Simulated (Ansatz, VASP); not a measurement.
# As: VASP beside Ansatz

POSCAR

```
As
1.0
    3.5749087898      0.0000000000      0.0000000000
   -1.7874543949      3.0959618282      0.0000000000
    0.0000000000      0.0000000000     26.4156438000
As
2
Direct
    0.3333333333      0.6666666667      0.3206196301
    0.6666666667      0.3333333333      0.3724477825
```

Contents of INCAR.step1:

```
SYSTEM = As
PREC     = Accurate       ! precision mode
ENCUT    = 580            ! plane-wave cutoff, eV
ISMEAR   = 0              ! smearing method
SIGMA    = 0.01           ! smearing width, eV
LREAL    = .FALSE.        ! projectors in reciprocal space
LASPH    = .TRUE.         ! aspherical terms in the spheres
NELM     = 120            ! most SCF steps
LDIPOL   = .TRUE.       
IDIPOL   = 3            
DIPOL    = 0.5 0.5 0.347
NBANDS   = 22             ! bands
GGA      = PE             ! functional
ALGO     = Normal         ! electronic algorithm
EDIFF    = 1E-5           ! SCF threshold, eV
LWAVE    = .TRUE.         ! write WAVECAR
LCHARG   = .FALSE.        ! write CHGCAR
GGA_COMPAT= .FALSE.      
NELMDL   = -8
```

The input INCAR.step2:

```
SYSTEM = As
PREC     = Accurate       ! precision mode
ENCUT    = 580            ! plane-wave cutoff, eV
EDIFF    = 1E-6           ! SCF threshold, eV
ISMEAR   = 0              ! smearing method
SIGMA    = 0.01           ! smearing width, eV
LREAL    = .FALSE.        ! projectors in reciprocal space
LASPH    = .TRUE.         ! aspherical terms in the spheres
NELM     = 120            ! most SCF steps
ALGO     = Normal         ! electronic algorithm
ISIF     = 2              ! what is computed and relaxed
LWAVE    = .FALSE.        ! write WAVECAR
LCHARG   = .FALSE.        ! write CHGCAR
LDIPOL   = .TRUE.       
IDIPOL   = 3            
DIPOL    = 0.5 0.5 0.347
METAGGA  = R2SCAN         ! meta-GGA
LMIXTAU  = .TRUE.       
NBANDS   = 22             ! bands
ISTART   = 1            
GGA_COMPAT= .FALSE.
```

File KPOINTS:

```
Automatic mesh
0
G
  12 12 1
  0 0 0
```

Input for Ansatz:

```yaml
crystal:
  lattice:
    - [3.5749087898, 0.0, 0.0]
    - [-1.7874543949, 3.0959618282, 0.0]
    - [0.0, 0.0, 26.4156438]
  atoms:
    - { symbol: As, position: [0.3333333333, 0.6666666667, 0.3206196301] }
    - { symbol: As, position: [0.6666666667, 0.3333333333, 0.3724477825] }
  periodic: [true, true, false]
kpoints:
  mp_grid: { grid: [12, 12, 1] }
  band_path:
    path:
      - [0.0, 0.0, 0.0]
      - [0.5, 0.0, 0.0]
      - [0.3333333333, 0.3333333333, 0.0]
      - [0.0, 0.3125, 0.0]
    npoints: 1
hamiltonian:
  xc: r2scan
scf:
  occupations: { method: fixed }
  n_extra_bands: 4
output:
  forces: true
  stress: true
  eigenvalues: true
```

Alike in both runs: task single point; functional r2SCAN; k mesh 12 × 12 × 1; no spin polarisation.

|  | VASP | Ansatz |
| --- | --- | --- |
| version | VASP 6.6.1 | Ansatz 0.2.0 |
| potentials or method | VASP PAW PBE potentials, release 64 (As_d) | plane waves, PAW |
| plane-wave cutoff (eV) | 580 | 500 |
| occupations | gaussian, width 0.01 eV | fixed |
| valence electrons in the cell | 30 | 30 |

|  | VASP | Ansatz | Ansatz less VASP |
| --- | --- | --- | --- |
| gap on the k mesh at the Fermi level (eV) | 1.97 | 1.99 | +0.011 |
| rms of the force components (eV/Å) | 0.023 | 0.000 | -0.0225 |

VASP's potentials were made for PBE, not for r2SCAN. Atom by atom the forces differ by 0.023 eV/Å (rms over components).
